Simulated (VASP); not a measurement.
Wanted: the native input for a VASP 6.6.1 run.

```yaml
Task: single point
Functional: r2SCAN
Potentials_or_basis: VASP PAW PBE potentials, release 64 (W_sv)
Cutoff: 550 eV
k_mesh: 8 × 8 × 8
Occupations: fermi-dirac, width 0.1 eV
Spin: no spin polarisation
Dipole_correction: no
Further_INCAR_settings: ALGO = Normal; EDIFF = 1e-06; NBANDS = 13
```

W:

```xyz
1
Lattice="-1.5848 1.5848 1.5848 1.5848 -1.5848 1.5848 1.5848 1.5848 -1.5848" Properties=species:S:1:pos:R:3 pbc="T T T"
W     0.0000    0.0000    0.0000
```

One way to write it, as run:

POSCAR

```
W
1.0
   -1.5848443917      1.5848443917      1.5848443917
    1.5848443917     -1.5848443917      1.5848443917
    1.5848443917      1.5848443917     -1.5848443917
W
1
Direct
    0.0000000000      0.0000000000      0.0000000000
```

INCAR.step1

```
SYSTEM = W
PREC     = Accurate       ! precision mode
ENCUT    = 550            ! plane-wave cutoff, eV
ISMEAR   = -1             ! smearing method
SIGMA    = 0.1            ! smearing width, eV
LREAL    = .False.        ! projectors in reciprocal space
LASPH    = .True.         ! aspherical terms in the spheres
NELM     = 120            ! most SCF steps
NBANDS   = 13             ! bands
GGA      = PE             ! functional
ALGO     = Normal         ! electronic algorithm
EDIFF    = 1E-5           ! SCF threshold, eV
LWAVE    = .True.         ! write WAVECAR
LCHARG   = .False.        ! write CHGCAR
GGA_COMPAT= .False.
```

INCAR.step2

```
SYSTEM = W
PREC     = Accurate       ! precision mode
ENCUT    = 550            ! plane-wave cutoff, eV
EDIFF    = 1E-6           ! SCF threshold, eV
ISMEAR   = -1             ! smearing method
SIGMA    = 0.1            ! smearing width, eV
LREAL    = .False.        ! projectors in reciprocal space
LASPH    = .True.         ! aspherical terms in the spheres
NELM     = 120            ! most SCF steps
ALGO     = Normal         ! electronic algorithm
ISIF     = 2              ! what is computed and relaxed
LWAVE    = .False.        ! write WAVECAR
LCHARG   = .True.         ! write CHGCAR
METAGGA  = R2SCAN         ! meta-GGA
LMIXTAU  = .True.       
LELF     = .True.         ! ELF
LVHAR    = .True.       
NBANDS   = 13             ! bands
ISTART   = 1            
GGA_COMPAT= .False.
```

KPOINTS

```
Automatic mesh
0
Gamma
  8 8 8
  0 0 0
```

Potentials or basis: VASP PAW PBE potentials, release 64 (W_sv).

The run is started by

```console
$ cat potpaw_PBE.64/W_sv/POTCAR > POTCAR
$ cp INCAR.step1 INCAR
$ mpirun -np 1 vasp_std > vasp.out
$ cp INCAR.step2 INCAR
$ mpirun -np 1 vasp_std > vasp.out
```

Results of the run:

```yaml
Pressure: 1.2 GPa
Band_gap_on_the_k_mesh: zero (band 7 reaches 16.53 eV, above the bottom of band 8 at 9.95 eV)
```

Caveat: the PAW data sets were made with another functional, which shifts forces and pressure a little; spin-orbit coupling is left out, which moves the levels of the heavy elements.

It took 56 s on 1 thread of AMD EPYC 7R13 (shared host), peak memory 0.12 GiB.
